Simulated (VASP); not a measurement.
# ZnS (P6_3mc) in VASP: a series of runs

Runs on ZnS. Level: r2SCAN. Tasks: single point.

Program: VASP 6.6.1. These are calculated values, not measurements. Logs are shortened: lines on timing, memory, paths and dates and some standing lists are left out, and cuts for length are marked.

## 1. The cell of the first run

Symmetry: P6_3mc, No. 186, hexagonal system. The conventional cell has a = 3.882 Å, b = 3.882 Å, c = 6.176 Å, α = 90.00°, β = 90.00°, γ = 120.00°. Within 3.1 Å of Zn (site symmetry 3m) lie 4 S at 2.34 to 2.36 Å. Within 3.1 Å of S (site symmetry 3m) lie 4 Zn at 2.34 to 2.36 Å.

## 2. Single point, r2SCAN (epitaxial xy strain +2.0%)

The input, POSCAR:

```
ZnS
1.0
    3.8815598738      0.0000000000      0.0000000000
   -1.9407799369      3.3615294570      0.0000000000
    0.0000000000      0.0000000000      6.1760189214
Zn S
2 2
Direct
    0.3333333333      0.6666666667     -0.0023183829
    0.6666666667      0.3333333333      0.4976816171
    0.3333333333      0.6666666667      0.3773183829
    0.6666666667      0.3333333333      0.8773183829
```

The input, INCAR.step1:

```
PREC = Accurate
ENCUT = 520
ISMEAR = 0
SIGMA = 0.01
LREAL = False
LASPH = True
NELM = 100
NBANDS = 26
GGA = PE
ALGO = Normal
EDIFF = 1E-4
LWAVE = True
LCHARG = False
```

The input, INCAR.step2:

```
PREC = Accurate
ENCUT = 520
EDIFF = 1E-7
ISMEAR = 0
SIGMA = 0.01
LREAL = False
LASPH = True
NELM = 100
ALGO = Normal
ISIF = 2
LWAVE = False
LCHARG = False
METAGGA = R2SCAN
LMIXTAU = True
NBANDS = 26
ISTART = 1
```

The input, KPOINTS:

```
regular mesh
0
Gamma
  12 12 4
```

Potentials or basis: VASP PAW PBE potentials, release 64 (Zn, S).

Command:

```console
$ cat potpaw_PBE.64/Zn/POTCAR potpaw_PBE.64/S/POTCAR > POTCAR
$ cp INCAR.step1 INCAR
$ mpirun -np 1 vasp_std > vasp.out
$ cp INCAR.step2 INCAR
$ mpirun -np 1 vasp_std > vasp.out
```

OUTCAR:

```text
PREC = Accurate
   ENCUT = 520
   EDIFF = 1E-7
   ISMEAR = 0
   LREAL = False
   LASPH = True
   NELM = 100
   ISIF = 2
   METAGGA = R2SCAN
   ISTART = 1

 ion  position               nearest neighbor table
   1  0.333  0.667  0.998-   3 2.34   4 2.36   4 2.36   4 2.36
   2  0.667  0.333  0.498-   4 2.34   3 2.36   3 2.36   3 2.36
   3  0.333  0.667  0.377-   1 2.34   2 2.36   2 2.36   2 2.36
   4  0.667  0.333  0.877-   2 2.34   1 2.36   1 2.36   1 2.36

  LATTYP: Found a hexagonal cell.
 ALAT       =     3.8815598738
 C/A-ratio  =     1.5911177780

  Lattice vectors:

 A1 = (   3.8815598738,   0.0000000000,   0.0000000000)
 A2 = (  -1.9407799369,   3.3615294570,   0.0000000000)
 A3 = (   0.0000000000,   0.0000000000,   6.1760189214)

Analysis of symmetry for initial positions (statically):
=====================================================================
 Subroutine PRICEL returns:
 Original cell was already a primitive cell.

 Routine SETGRP: Setting up the symmetry group for a
 hexagonal supercell.

 Subroutine GETGRP returns: Found 12 space group operations
 (whereof  6 operations were pure point group operations)
 out of a pool of 24 trial point group operations.

The static configuration has the point symmetry C_3v.
 The point group associated with its full space group is C_6v.

Analysis of symmetry for dynamics (positions and initial velocities):
=====================================================================
 Subroutine PRICEL returns:
 Original cell was already a primitive cell.

 Routine SETGRP: Setting up the symmetry group for a
 hexagonal supercell.

 Subroutine GETGRP returns: Found 12 space group operations
 (whereof  6 operations were pure point group operations)
 out of a pool of 24 trial point group operations.

The dynamic configuration has the point symmetry C_3v.
 The point group associated with its full space group is C_6v.

 Subroutine INISYM returns: Found 12 space group operations
 (whereof  6 operations are pure point group operations),
 and found     1 'primitive' translations

----------------------------------------------------------------------------------------

                                     Primitive cell

  volume of cell :      80.5846

  direct lattice vectors                    reciprocal lattice vectors
     3.881559874  0.000000000  0.000000000     0.257628385  0.148741817  0.000000000
    -1.940779937  3.361529457  0.000000000     0.000000000  0.297483634  0.000000000
     0.000000000  0.000000000  6.176018921     0.000000000  0.000000000  0.161916602

  length of vectors
     3.881559874  3.881559874  6.176018921     0.297483634  0.297483634  0.161916602

  position of ions in fractional coordinates (direct lattice)
     0.333333333  0.666666667  0.997681617
     0.666666667  0.333333333  0.497681617
     0.333333333  0.666666667  0.377318383
     0.666666667  0.333333333  0.877318383

  ion indices of the primitive-cell ions
   primitive index   ion index
                 1           1
                 2           2
                 3           3
                 4           4

----------------------------------------------------------------------------------------

 KPOINTS: regular mesh

Automatic generation of k-mesh.
 Grid dimensions read from file:
 generate k-points for:   12   12    4

 Generating k-lattice:

  Cartesian coordinates                     Fractional coordinates (reciprocal lattice)
     0.021469032  0.012395151  0.000000000     0.083333333  0.000000000  0.000000000
     0.000000000  0.024790303  0.000000000     0.000000000  0.083333333  0.000000000
     0.000000000  0.000000000  0.040479151     0.000000000  0.000000000  0.250000000

  Length of vectors
     0.024790303  0.024790303  0.040479151

  Shift w.r.t. Gamma in fractional coordinates (k-lattice)
     0.000000000  0.000000000  0.000000000

 Subroutine IBZKPT returns following result:
 ===========================================

 Found     57 irreducible k-points:

 Following reciprocal coordinates:
            Coordinates               Weight
  0.000000  0.000000  0.000000      1.000000
  0.083333  0.000000  0.000000      6.000000
  0.166667 -0.000000  0.000000      6.000000
  0.250000  0.000000  0.000000      6.000000
  0.333333  0.000000  0.000000      6.000000
  0.416667 -0.000000  0.000000      6.000000
[... 16 lines left out ...]
  0.250000  0.000000  0.250000     12.000000
  0.333333  0.000000  0.250000     12.000000
 [... further k-points ...]
   k-points           NKPTS =     57   k-points in BZ     NKDIM =     57   number of bands    NBANDS=     26
   number of dos      NEDOS =    301   number of ions     NIONS =      4
   total plane-waves  NPLWV =  43200
   dimension x,y,z NGX =    30 NGY =   30 NGZ =   48
   dimension x,y,z NGXF=    60 NGYF=   60 NGZF=   96
   ions per type =               2   2
   NGX,Y,Z   is equivalent  to a cutoff of  12.85, 12.85, 12.92 a.u.
   NGXF,Y,Z  is equivalent  to a cutoff of  25.70, 25.70, 25.84 a.u.
 SYSTEM =  unknown system
   PREC   = accura    normal or accurate (medium, high low for compatibility)
   ISTART =      1    job   : 0-new  1-cont  2-samecut
   ICHARG =      0    charge: 1-file 2-atom 10-const
   ISPIN  =      1    spin polarized calculation?
   LNONCOLLINEAR =      F non collinear calculations
   LSORBIT =      F    spin-orbit coupling
   LASPH  =      T    aspherical Exc in radial PAW
   ENCUT  =  520.0 eV  38.22 Ry    6.18 a.u.   7.22  7.22 11.48*2*pi/ulx,y,z
   NELM   =    100;   NELMIN=  2; NELMDL=  0     # of ELM steps
   EDIFF  = 0.1E-06   stopping-criterion for ELM
   LREAL  =      F    real-space projection
   EDIFFG = 0.1E-05   stopping-criterion for IOM
   NSW    =      0    number of steps for IOM
   IBRION =     -1    ionic relax: 0-MD 1-quasi-New 2-CG
   NFREE  =      0    steps in history (QN), initial steepest desc. (CG)
   ISIF   =      2    stress and relaxation
   ISYM   =      2    0-nonsym 1-usesym 2-fastsym
   POTIM  = 0.5000    time-step for ionic-motion
   TEBEG  =    0.0;   TEEND  =   0.0 temperature during run
   PSTRESS=    0.0 pullay stress
   NELECT =      36.0000    total number of electrons
   NUPDOWN=      -1.0000    fix difference up-down
   EMIN   =  10.00;   EMAX   =-10.00  energy-range for DOS
   EFERMI =   0.00;   METHOD = LEGACY
   ISMEAR =     0;   SIGMA  =   0.01  broadening in eV -4-tet -1-fermi 0-gaus
   EFERMI_NEDOS =   21; number of points for ismear=-14 and -15
   IALGO  =     38    algorithm
   IMIX   =      4    mixing-type and parameters
     AMIX     =   0.40;   BMIX     =  1.00
     AMIX_MAG =   1.60;   BMIX_MAG =  1.00
  volume/ion in A,a.u.               =      20.15       135.95
  Fermi-wavevector in a.u.,A,eV,Ry     =   1.251483  2.364960 21.309586  1.566210
  Thomas-Fermi vector in A             =   2.385429
   LORBIT       =      0    0 simple, 1 ext, 2 COOP (PROOUT), +10 PAW based schemes
   METAGGA = R2SCAN    functional components
   LHFCALC =     F    Hartree Fock is set to
   AEXX    =    0.0000 exact exchange contribution
   IVDW    =     0    specifies the selected vdW correction
   LEPSILON=     F    determine dielectric tensor
   LRPA    =     F    only Hartree local field effects (RPA)
 non-spin polarized calculation
 Gauss-broadening in eV      SIGMA  =   0.01
  energy-cutoff  :      520.00
  volume of cell :       80.58
 maximum number of plane-waves:      2189
 NGX is ok and might be reduce to    30
   NGX = 15   NGY = 15   NGZ = 23

 number of electron      35.9999994 magnetization

 Free energy of the ion-electron system (eV)
  ---------------------------------------------------
  ext. energy  EPLUGINS =         0.00000000
  ---------------------------------------------------
  free energy    TOTEN  =       -37.69350954 eV

  energy without entropy =      -37.69350954  energy(sigma->0) =      -37.69350954

 E-fermi :   1.7170     XC(G=0): -10.1689

 val. band max:        1.6659062286   @ k =   0.0000   0.0000   0.0000
 cond. band min:       4.3309822408   @ k =   0.0000   0.0000   0.0000
 fundamental gap:      2.6650760122
 Fermi energy:         1.7170117636

 k-point     1 :       0.0000    0.0000    0.0000
  band No.  band energies     occupation
      1     -11.8958      2.00000
      2     -10.9273      2.00000
      3      -4.7557      2.00000
      4      -4.7557      2.00000
      5      -4.7524      2.00000
      6      -4.6714      2.00000
[... 18 lines left out ...]
     25       9.8011      0.00000
     26      11.5746      0.00000

 k-point     2 :       0.0833    0.0000    0.0000
  band No.  band energies     occupation
      1     -11.8507      2.00000
      2     -10.9041      2.00000
      3      -4.7625      2.00000
      4      -4.7459      2.00000
      5      -4.7379      2.00000
      6      -4.6656      2.00000
[... 18 lines left out ...]
     25      10.0173      0.00000
     26      11.1841      0.00000

 k-point     3 :       0.1667   -0.0000    0.0000
  band No.  band energies     occupation
      1     -11.7217      2.00000
      2     -10.8419      2.00000
      3      -4.7649      2.00000
      4      -4.7201      2.00000
      5      -4.7130      2.00000
      6      -4.6441      2.00000
[... 18 lines left out ...]
     25      10.3927      0.00000
     26      10.6165      0.00000

 k-point     4 :       0.2500    0.0000    0.0000
  band No.  band energies     occupation
      1     -11.5281      2.00000
      2     -10.7627      2.00000
      3      -4.7578      2.00000
      4      -4.6882      2.00000
      5      -4.6831      2.00000
      6      -4.5971      2.00000
[... 18 lines left out ...]
     25      10.6234      0.00000
     26      11.2428      0.00000
[... 496 lines left out ...]
      1     -11.6068      2.00000
      2     -10.9868      2.00000
      3      -4.7700      2.00000
      4      -4.7124      2.00000
      5      -4.7091      2.00000
      6      -4.6629      2.00000
[... 18 lines left out ...]
     25      10.1981      0.00000
     26      10.6554      0.00000

 k-point    23 :       0.2500    0.0000    0.2500
  band No.  band energies     occupation
      1     -11.4249      2.00000
      2     -10.8842      2.00000
      3      -4.7648      2.00000
      4      -4.6937      2.00000
      5      -4.6732      2.00000
      6      -4.6124      2.00000
[... 18 lines left out ...]
     25      10.6853      0.00000
     26      11.0287      0.00000

 k-point    24 :       0.3333    0.0000    0.2500
  band No.  band energies     occupation
      1     -11.2186      2.00000
      2     -10.7890      2.00000
      3      -4.7527      2.00000
      4      -4.6648      2.00000
      5      -4.6412      2.00000
      6      -4.5360      2.00000
[... 18 lines left out ...]
     25      10.9956      0.00000
     26      11.9508      0.00000

 [... further k-points ...]

------------------------ aborting loop because EDIFF is reached ----------------------------------------

  FORCE on cell =-STRESS in cart. coord.  units (eV):
  Direction    XX          YY          ZZ          XY          YZ          ZX
  --------------------------------------------------------------------------------------
  -------------------------------------------------------------------------------------
  Total       -1.5042027     -1.5042027      0.0293609      0.0000000      0.0000000      0.0000000
  in kB      -29.9064668    -29.9064668      0.5837525      0.0000000      0.0000000      0.0000000
  external PRESSURE =     -19.7430603 kB  Pullay stress =       0.0000000 kB

 VOLUME and BASIS-vectors are now :
 -----------------------------------------------------------------------------
  energy-cutoff  :      520.00
  volume of cell :       80.58
      direct lattice vectors                 reciprocal lattice vectors
     3.881559874  0.000000000  0.000000000     0.257628385  0.148741817  0.000000000
    -1.940779937  3.361529457  0.000000000     0.000000000  0.297483634  0.000000000
     0.000000000  0.000000000  6.176018921     0.000000000  0.000000000  0.161916602

 POSITION                                       TOTAL-FORCE (eV/Angst)
 -----------------------------------------------------------------------------------
     -0.00000      2.24102      6.16170         0.000000     -0.000000      0.005199
      1.94078      1.12051      3.07369        -0.000000     -0.000000      0.005199
     -0.00000      2.24102      2.33033         0.000000      0.000000     -0.005199
      1.94078      1.12051      5.41833         0.000000     -0.000000     -0.005199
 -----------------------------------------------------------------------------------
    total drift:                               -0.000000     -0.000000      0.022323

  FREE ENERGIE OF THE ION-ELECTRON SYSTEM (eV)
  ---------------------------------------------------
  free  energy   TOTEN  =       -37.6935095415 eV

  energy  without entropy=      -37.6935095415  energy(sigma->0) =      -37.69350954
```

Wall time 3.4 min (1 thread of Intel Xeon 6975P-C (Granite Rapids), shared host); peak memory 0.27 GiB.

What came out:

| Quantity | Value |
| --- | --- |
| Free energy | -37.6935 eV |
| Pressure | -2.0 GPa |
| Largest force | 0.005 eV/Å |
| Band gap on the k mesh | 2.67 eV |

Forces in eV/Å, atoms in the order of the input:
```
Zn   0.000  0.000  0.005
Zn   0.000  0.000  0.005
S    0.000  0.000 -0.005
S    0.000  0.000 -0.005
```

Levels at points of the mesh, in eV from the valence-band top:
```csv
k point,band 16,band 17,band 18,band 19,band 20,band 21
"(0.00, 0.00, 0.00)",-0.06,-0.06,0.00,2.67,3.27,6.66
"(0.50, 0.00, 0.00)",-2.32,-1.61,-0.91,3.89,4.73,5.61
"(0.00, 0.00, 0.50)",-0.55,-0.55,-0.55,3.86,3.86,7.11
"(0.50, 0.00, 0.50)",-1.67,-1.50,-1.50,4.01,4.01,5.69
```

Caveat: the cell differs from its parent crystal (epitaxial xy strain +2.0%); the PAW data sets were made with another functional, which shifts forces and pressure a little. A k mesh can miss the band edges.

(Part 1 of 2 ends here.)
